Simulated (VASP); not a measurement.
## Rh: single point with PBE

Crystal: Rh.

```
Rh
1.0
    -2.39312    2.39312    1.36223
     2.39312   -2.39312    1.36223
     2.39312    2.39312   -1.36223
Rh
2
Direct
  0.00000 0.00000 0.00000
  0.75000 0.25000 0.50000
```

- Program: VASP 6.6.1
- Task: single point
- Functional: PBE
- Potentials or basis: VASP PAW PBE potentials, release 64 (Rh_pv)
- Cutoff: 520 eV
- k mesh: 24 × 24 × 24
- Occupations: gaussian, width 0.1 eV
- Spin: no spin polarisation
- Dipole correction: no
- Further INCAR settings: ALGO = Fast; EDIFF = 1e-07; NBANDS = 22

```json
{
  "Pressure": "0.1 GPa",
  "Band gap on the k mesh": "zero (bands 15 and 16 overlap by 2.01 eV)"
}
```

Stress tensor (GPa, compression positive):
```
0.15 0.00 0.00
0.00 0.15 0.00
0.00 0.00 0.03
```

Levels at points of the mesh, in eV from the Fermi level:
```tsv
k point	band 12	band 13	band 14	band 15	band 16	band 17	band 18	band 19
(0.00, 0.00, 0.00)	-1.03	-1.03	-0.95	-0.95	0.92	1.90	6.85	6.85
(0.50, 0.00, 0.00)	-1.78	-0.79	-0.58	0.42	0.54	2.60	5.96	8.04
(0.50, 0.50, 0.00)	-3.02	-1.12	-1.12	-0.02	-0.02	0.54	0.54	13.21
(0.50, 0.50, 0.50)	-1.30	-0.75	-0.75	-0.64	-0.64	0.37	0.37	6.96
```

It took 5.6 min on 1 thread of Intel(R) Xeon(R) 6975P-C (Granite Rapids) (shared host), peak memory 0.62 GiB.
